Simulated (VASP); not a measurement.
# AsIr (Pm-3m) in VASP: a series of runs, part 2 of 2

VASP 6.6.1. Earlier steps stand in the parts before.

## (4) Single point, PBE

This run uses another cell than the first one, of 15.62 Å³/atom, 1.003 times its volume.

INCAR

```
ALGO = Normal
EDIFF = 1E-7
ENCUT = 520
GGA = PE
ISIF = 2
ISMEAR = 0
LASPH = T
LCHARG = T
LELF = T
LREAL = F
LVHAR = T
LWAVE = F
NBANDS = 14
NELM = 80
PREC = Accurate
SIGMA = 0.1
```

KPOINTS

```
k-points
0
Gamma
  18 18 18
```

POSCAR

```
AsIr
1.0
    3.1492855182      0.0000000000      0.0000000000
    0.0000000000      3.1492855182      0.0000000000
    0.0000000000      0.0000000000      3.1492855182
As Ir
1 1
Direct
    0.0000000000      0.0000000000      0.0000000000
    0.5000000000      0.5000000000      0.5000000000
```

Potentials or basis: VASP PAW PBE potentials, release 64 (As, Ir).

Launch:

```bash
> cat potpaw_PBE.64/As/POTCAR potpaw_PBE.64/Ir/POTCAR > POTCAR
> mpirun -np 1 vasp_std > vasp.out
```

OUTCAR:

```text
EDIFF = 1E-7
   ENCUT = 520
   GGA = PE
   ISIF = 2
   ISMEAR = 0
   LASPH = T
   LREAL = F
   NELM = 80
   PREC = Accurate

 ion  position               nearest neighbor table
   1  0.000  0.000  0.000-   2 2.73   2 2.73   2 2.73   2 2.73   2 2.73   2 2.73   2 2.73   2 2.73

   2  0.500  0.500  0.500-   1 2.73   1 2.73   1 2.73   1 2.73   1 2.73   1 2.73   1 2.73   1 2.73

  LATTYP: Found a simple cubic cell.
 ALAT       =     3.1492855182

  Lattice vectors:

 A1 = (   3.1492855182,   0.0000000000,   0.0000000000)
 A2 = (   0.0000000000,   3.1492855182,   0.0000000000)
[... 586 lines left out ...]
     10      15.4965      0.00000
     11      17.1429      0.00000
     12      17.7393      0.00000
     13      19.8002      0.00000
     14      21.5958      0.00000

 [... further k-points ...]
[... 5 lines left out ...]
  --------------------------------------------------------------------------------------
  -------------------------------------------------------------------------------------
  Total        0.0789617      0.0789617      0.0789617      0.0000000     -0.0000000      0.0000000
  in kB        4.0503346      4.0503346      4.0503346      0.0000000     -0.0000000      0.0000000
  external PRESSURE =       4.0503346 kB  Pullay stress =       0.0000000 kB

 VOLUME and BASIS-vectors are now :
 -----------------------------------------------------------------------------
  energy-cutoff  :      520.00
  volume of cell :       31.23
      direct lattice vectors                 reciprocal lattice vectors
     3.149285518  0.000000000  0.000000000     0.317532340  0.000000000  0.000000000
     0.000000000  3.149285518  0.000000000     0.000000000  0.317532340  0.000000000
     0.000000000  0.000000000  3.149285518     0.000000000  0.000000000  0.317532340

 POSITION                                       TOTAL-FORCE (eV/Angst)
 -----------------------------------------------------------------------------------
      0.00000      0.00000      0.00000         0.000000      0.000000      0.000000
      1.57464      1.57464      1.57464         0.000000      0.000000      0.000000
 -----------------------------------------------------------------------------------
    total drift:                                0.000000     -0.000000     -0.000000

  FREE ENERGIE OF THE ION-ELECTRON SYSTEM (eV)
  ---------------------------------------------------
  free  energy   TOTEN  =       -12.9636614137 eV

  energy  without entropy=      -12.9500022139  energy(sigma->0) =      -12.95683181
```

OSZICAR:

```text
N       E                     dE             d eps       ncg     rms          rms(c)
DAV:   1     0.726473172844E+02    0.72647E+02   -0.64556E+03  6168   0.940E+02
DAV:   2    -0.103349365355E+02   -0.82982E+02   -0.71732E+02  6412   0.211E+02
DAV:   3    -0.133257537387E+02   -0.29908E+01   -0.29265E+01  8164   0.422E+01
DAV:   4    -0.133544561823E+02   -0.28702E-01   -0.28690E-01  6750   0.404E+00
DAV:   5    -0.133549126721E+02   -0.45649E-03   -0.45648E-03  8014   0.548E-01    0.115E+01
DAV:   6    -0.130908832180E+02    0.26403E+00   -0.23362E+00  7596   0.149E+01    0.571E+00
DAV:   7    -0.129838206487E+02    0.10706E+00   -0.47342E-01  7932   0.648E+00    0.369E+00
DAV:   8    -0.129638324444E+02    0.19988E-01   -0.51750E-02  7654   0.225E+00    0.404E-01
DAV:   9    -0.129637671875E+02    0.65257E-04   -0.59323E-04  7108   0.192E-01    0.262E-01
DAV:  10    -0.129636568591E+02    0.11033E-03   -0.27829E-04  6664   0.146E-01    0.372E-02
DAV:  11    -0.129636613787E+02   -0.45196E-05   -0.72324E-06  7846   0.176E-02    0.943E-03
DAV:  12    -0.129636614137E+02   -0.34932E-07   -0.41414E-07  7060   0.591E-03
   1 F= -.12963661E+02 E0= -.12956832E+02  d E =-.136592E-01
```

stdout:

```text
POSCAR found type information on POSCAR AsIr
 POSCAR found :  2 types and       2 ions
 scaLAPACK will be used
 LDA part: xc-table for (Slater+PW92), standard interpolation
 POSCAR, INCAR and KPOINTS ok, starting setup
 FFT: planning ... GRIDC
 FFT: planning ... GRID_SOFT
 FFT: planning ... GRID
 WAVECAR not read
 entering main loop
```

Wall time 52 s (1 thread of Oxide Virtual Turin-like, shared host); peak memory 0.19 GiB.

Results:

- Free energy: -12.9637 eV
- Pressure: 0.4 GPa
- Band gap on the k mesh: zero (band 7 reaches 11.07 eV, above the bottom of band 8 at 8.68 eV)

Levels at points of the mesh, in eV from the Fermi level:
```tsv
k point	band 4	band 5	band 6	band 7	band 8	band 9	band 10	band 11
(0.00, 0.00, 0.00)	-1.34	-1.34	-1.34	0.09	0.09	0.09	2.94	9.60
(0.50, 0.00, 0.00)	-3.75	-3.75	-1.17	-0.01	5.11	5.11	6.54	6.67
(0.50, 0.50, 0.00)	-4.57	-2.49	-2.49	-0.28	-0.08	1.89	2.52	10.77
(0.50, 0.50, 0.50)	-6.93	0.00	0.00	2.28	2.28	2.28	4.01	4.01
```

Caveat: spin-orbit coupling is left out, which moves the levels of the heavy elements.

## (5) Relaxation of cell and atoms, PBE

INCAR

```
PREC = Accurate
ENCUT = 600
EDIFF = 1E-6
ISMEAR = 0
SIGMA = 0.1
LREAL = False
LASPH = True
NELM = 60
ALGO = Normal
ISIF = 3
LWAVE = False
LCHARG = False
GGA = PE
IBRION = 2
NSW = 100
EDIFFG = -0.01
```

KPOINTS

```
Automatic mesh
0
Gamma
  18 18 18
```

POSCAR

```
AsIr
1.0
    3.1461460227      0.0000000000      0.0000000000
    0.0000000000      3.1461460227      0.0000000000
    0.0000000000      0.0000000000      3.1461460227
As Ir
1 1
Direct
    0.0000000000      0.0000000000      0.0000000000
    0.5000000000      0.5000000000      0.5000000000
```

Potentials or basis: VASP PAW PBE potentials, release 64 (As, Ir).

Launch:

```bash
> cat potpaw_PBE.64/As/POTCAR potpaw_PBE.64/Ir/POTCAR > POTCAR
> mpirun -np 1 vasp_std > vasp.out
```

OUTCAR:

```text
PREC = Accurate
   ENCUT = 600
   EDIFF = 1E-6
   ISMEAR = 0
   LREAL = False
   LASPH = True
   NELM = 60
   ISIF = 3
   GGA = PE
   IBRION = 2
   NSW = 100
   EDIFFG = -0.01

 ion  position               nearest neighbor table
   1  0.000  0.000  0.000-   2 2.72   2 2.72   2 2.72   2 2.72   2 2.72   2 2.72   2 2.72   2 2.72

   2  0.500  0.500  0.500-   1 2.72   1 2.72   1 2.72   1 2.72   1 2.72   1 2.72   1 2.72   1 2.72

  LATTYP: Found a simple cubic cell.
 ALAT       =     3.1461460227

  Lattice vectors:

 A1 = (   3.1461460227,   0.0000000000,   0.0000000000)
 A2 = (   0.0000000000,   3.1461460227,   0.0000000000)
 A3 = (   0.0000000000,   0.0000000000,   3.1461460227)

Analysis of symmetry for initial positions (statically):
=====================================================================
 Subroutine PRICEL returns:
 Original cell was already a primitive cell.

 Routine SETGRP: Setting up the symmetry group for a
 simple cubic supercell.

 Subroutine GETGRP returns: Found 48 space group operations
 (whereof 48 operations were pure point group operations)
 out of a pool of 48 trial point group operations.

The static configuration has the point symmetry O_h .

Analysis of symmetry for dynamics (positions and initial velocities):
=====================================================================
 Subroutine PRICEL returns:
 Original cell was already a primitive cell.

 Routine SETGRP: Setting up the symmetry group for a
 simple cubic supercell.

 Subroutine GETGRP returns: Found 48 space group operations
 (whereof 48 operations were pure point group operations)
 out of a pool of 48 trial point group operations.

The dynamic configuration has the point symmetry O_h .

 Subroutine INISYM returns: Found 48 space group operations
 (whereof 48 operations are pure point group operations),
 and found     1 'primitive' translations

----------------------------------------------------------------------------------------

                                     Primitive cell

  volume of cell :      31.1413

  direct lattice vectors                    reciprocal lattice vectors
     3.146146023  0.000000000  0.000000000     0.317849201  0.000000000  0.000000000
     0.000000000  3.146146023  0.000000000     0.000000000  0.317849201  0.000000000
     0.000000000  0.000000000  3.146146023     0.000000000  0.000000000  0.317849201

  length of vectors
     3.146146023  3.146146023  3.146146023     0.317849201  0.317849201  0.317849201

  position of ions in fractional coordinates (direct lattice)
     0.000000000  0.000000000  0.000000000
     0.500000000  0.500000000  0.500000000

  ion indices of the primitive-cell ions
   primitive index   ion index
                 1           1
                 2           2

----------------------------------------------------------------------------------------

 KPOINTS: Automatic mesh

Automatic generation of k-mesh.
 Grid dimensions read from file:
[... 48 lines left out ...]
   number of dos      NEDOS =    301   number of ions     NIONS =      2
   total plane-waves  NPLWV =  21952
   dimension x,y,z NGX =    28 NGY =   28 NGZ =   28
   dimension x,y,z NGXF=    56 NGYF=   56 NGZF=   56
   ions per type =               1   1
   NGX,Y,Z   is equivalent  to a cutoff of  14.80, 14.80, 14.80 a.u.
   NGXF,Y,Z  is equivalent  to a cutoff of  29.59, 29.59, 29.59 a.u.
 SYSTEM =  unknown system
   PREC   = accura    normal or accurate (medium, high low for compatibility)
   ISTART =      0    job   : 0-new  1-cont  2-samecut
   ICHARG =      2    charge: 1-file 2-atom 10-const
   ISPIN  =      1    spin polarized calculation?
   LNONCOLLINEAR =      F non collinear calculations
   LSORBIT =      F    spin-orbit coupling
   LASPH  =      T    aspherical Exc in radial PAW
   ENCUT  =  600.0 eV  44.10 Ry    6.64 a.u.   6.28  6.28  6.28*2*pi/ulx,y,z
   NELM   =     60;   NELMIN=  2; NELMDL= -5     # of ELM steps
   EDIFF  = 0.1E-05   stopping-criterion for ELM
   LREAL  =      F    real-space projection
   EDIFFG = -.1E-01   stopping-criterion for IOM
   NSW    =    100    number of steps for IOM
   IBRION =      2    ionic relax: 0-MD 1-quasi-New 2-CG
   NFREE  =      1    steps in history (QN), initial steepest desc. (CG)
   ISIF   =      3    stress and relaxation
   ISYM   =      2    0-nonsym 1-usesym 2-fastsym
   POTIM  = 0.5000    time-step for ionic-motion
   TEBEG  =    0.0;   TEEND  =   0.0 temperature during run
   PSTRESS=    0.0 pullay stress
   NELECT =      14.0000    total number of electrons
   NUPDOWN=      -1.0000    fix difference up-down
   EMIN   =  10.00;   EMAX   =-10.00  energy-range for DOS
   EFERMI =   0.00;   METHOD = LEGACY
   ISMEAR =     0;   SIGMA  =   0.10  broadening in eV -4-tet -1-fermi 0-gaus
   EFERMI_NEDOS =   21; number of points for ismear=-14 and -15
   IALGO  =     38    algorithm
   IMIX   =      4    mixing-type and parameters
     AMIX     =   0.40;   BMIX     =  1.00
     AMIX_MAG =   1.60;   BMIX_MAG =  1.00
  volume/ion in A,a.u.               =      15.57       105.08
  Fermi-wavevector in a.u.,A,eV,Ry     =   1.254119  2.369941 21.399429  1.572814
  Thomas-Fermi vector in A             =   2.387939
   LORBIT       =      0    0 simple, 1 ext, 2 COOP (PROOUT), +10 PAW based schemes
   GGA     = PE    functional components
   LHFCALC =     F    Hartree Fock is set to
   AEXX    =    0.0000 exact exchange contribution
   IVDW    =     0    specifies the selected vdW correction
   LEPSILON=     F    determine dielectric tensor
   LRPA    =     F    only Hartree local field effects (RPA)
 conjugate gradient relaxation of ions
 non-spin polarized calculation
 Gauss-broadening in eV      SIGMA  =   0.10
  energy-cutoff  :      600.00
  volume of cell :       31.14
 maximum number of plane-waves:      1064
 NGX is ok and might be reduce to    28
   NGX = 13   NGY = 13   NGZ = 13

--------------------------------------- Ionic step        1  -------------------------------------------

 number of electron      14.0000000 magnetization

 Free energy of the ion-electron system (eV)
  ---------------------------------------------------
  ext. energy  EPLUGINS =         0.00000000
  ---------------------------------------------------
  free energy    TOTEN  =       -12.96338910 eV

  energy without entropy =      -12.94978562  energy(sigma->0) =      -12.95658736

------------------------ aborting loop because EDIFF is reached ----------------------------------------

  FORCE on cell =-STRESS in cart. coord.  units (eV):
  Direction    XX          YY          ZZ          XY          YZ          ZX
  --------------------------------------------------------------------------------------
  -------------------------------------------------------------------------------------
  Total        0.1941679      0.1941679      0.1941679     -0.0000000      0.0000000     -0.0000000
  in kB        9.9896761      9.9896761      9.9896761     -0.0000000      0.0000000     -0.0000000
  external PRESSURE =       9.9896761 kB  Pullay stress =       0.0000000 kB
[... 59 lines left out ...]
--------------------------------------- Ionic step        3  -------------------------------------------

 number of electron      14.0000000 magnetization

 Free energy of the ion-electron system (eV)
  ---------------------------------------------------
  ext. energy  EPLUGINS =         0.00000000
  ---------------------------------------------------
  free energy    TOTEN  =       -12.96391674 eV

  energy without entropy =      -12.95021196  energy(sigma->0) =      -12.95706435

 E-fermi :   8.7563     XC(G=0): -12.5012

 val. band max:        8.7496677410   @ k =   0.5000   0.5000   0.3889
 cond. band min:       8.7570025623   @ k =   0.5000   0.5000   0.4444
 fundamental gap:      0.0073348213
 Fermi energy:         8.7563395231

 k-point     1 :       0.0000    0.0000    0.0000
  band No.  band energies     occupation
      1      -5.9696      2.00000
      2       4.2620      2.00000
      3       4.2620      2.00000
      4       7.4213      2.00000
      5       7.4213      2.00000
      6       7.4213      2.00000
      7       8.8544      0.16562
      8       8.8544      0.16562
      9       8.8544      0.16562
     10      11.6763      0.00000
     11      18.3450      0.00000
[... 309 lines left out ...]
 k-point    24 :       0.3333    0.1111    0.0000
  band No.  band energies     occupation
      1      -4.2912      2.00000
      2       1.6891      2.00000
      3       4.6089      2.00000
      4       5.3038      2.00000
      5       5.4738      2.00000
      6       7.3374      2.00000
      7       8.0272      2.00000
      8      11.0298      0.00000
      9      12.4691      0.00000
     10      15.4496      0.00000
     11      17.1004      0.00000

 [... further k-points ...]
[... 5 lines left out ...]
  --------------------------------------------------------------------------------------
  -------------------------------------------------------------------------------------
  Total        0.0019839      0.0019839      0.0019839      0.0000000     -0.0000000      0.0000000
  in kB        0.1015143      0.1015143      0.1015143      0.0000000     -0.0000000      0.0000000
  external PRESSURE =       0.1015143 kB  Pullay stress =       0.0000000 kB
[... 17 lines left out ...]
  FREE ENERGIE OF THE ION-ELECTRON SYSTEM (eV)
  ---------------------------------------------------
  free  energy   TOTEN  =       -12.9639167442 eV

  energy  without entropy=      -12.9502119575  energy(sigma->0) =      -12.95706435

 reached required accuracy - stopping structural energy minimisation
```

CONTCAR:

```text
AsIr
   1.00000000000000
     3.1518608652641702   -0.0000000000000000   -0.0000000000000000
    -0.0000000000000000    3.1518608652641702    0.0000000000000000
    -0.0000000000000000    0.0000000000000000    3.1518608652641702
  As              Ir
     1     1
Direct
     0.0000000000000000    0.0000000000000000    0.0000000000000000
     0.5000000000000000    0.5000000000000000    0.5000000000000000

  0.00000000E+00  0.00000000E+00  0.00000000E+00
  0.00000000E+00  0.00000000E+00  0.00000000E+00
```

Wall time 3.1 min (1 thread of Oxide Virtual Turin-like, shared host); peak memory 0.23 GiB.

Results:

```
Free energy                            : -12.9639 eV
Relaxed volume                         : 15.66 Å³/atom
Relaxed cell                           : a = 3.152 Å, b = 3.152 Å, c = 3.152 Å, α = 90.00°, β = 90.00°, γ = 90.00°
Space group after relaxing (to 0.05 Å) : Pm-3m (No. 221)
Energy gained by relaxing              : 0.3 meV/atom
Ionic steps                            : 3
Pressure after relaxing                : 0.0 GPa
Band gap on the k mesh                 : zero (band 7 reaches 11.04 eV, above the bottom of band 8 at 8.64 eV)
```

Step by step:
| step | energy change (eV) | largest force (eV/Å) | pressure (GPa) | volume (Å³) |
| --- | --- | --- | --- | --- |
| 1 | 0.0000 | 0.0000 | 1.00 | 31.14 |
| 2 | 0.0008 | 0.0000 | -1.49 | 31.58 |
| 3 | -0.0005 | 0.0000 | 0.01 | 31.31 |

Final structure:
```
As Ir
1.0
     3.15186    0.00000    0.00000
     0.00000    3.15186    0.00000
     0.00000    0.00000    3.15186
As Ir
1 1
Direct
  0.00000 0.00000 0.00000
  0.50000 0.50000 0.50000
```

Levels at points of the mesh, in eV from the Fermi level:
```
           k point  band 5  band 6  band 7  band 8  band 9  band 10
(0.00, 0.00, 0.00)   -1.34   -1.34    0.10    0.10    0.10     2.92
(0.50, 0.00, 0.00)   -3.73   -1.16   -0.01    5.09    5.09     6.55
(0.50, 0.50, 0.00)   -2.48   -2.48   -0.28   -0.08    1.88     2.52
(0.50, 0.50, 0.50)    0.00    0.00    2.28    2.28    2.28     3.99
```

Caveat: spin-orbit coupling is left out, which moves the levels of the heavy elements.

## (6) Summary

```csv
task,cell,k mesh,cutoff (eV),gap on the mesh (eV),pressure (GPa),relaxed volume (Å³/atom)
single point,"a = 3.146 Å, 2 atoms",6 × 6 × 6,520,none,0.4,-
relaxation of cell and atoms,"relaxed from a = 3.275 Å, 2 atoms",6 × 6 × 6,600,none,-0.2,15.63
single point,"a = 3.149 Å, 2 atoms",18 × 18 × 18,520,none,0.4,-
relaxation of cell and atoms,"relaxed from a = 3.146 Å, 2 atoms",18 × 18 × 18,600,none,0.0,15.66
```

Alike in all rows: level PBE; potentials or basis VASP PAW PBE potentials, release 64 (As, Ir); no spin polarisation; smearing gaussian 0.1 eV.

Caveats: spin-orbit coupling is left out, which moves the levels of the heavy elements.

Absolute energies hang on the potentials; compare differences alone.
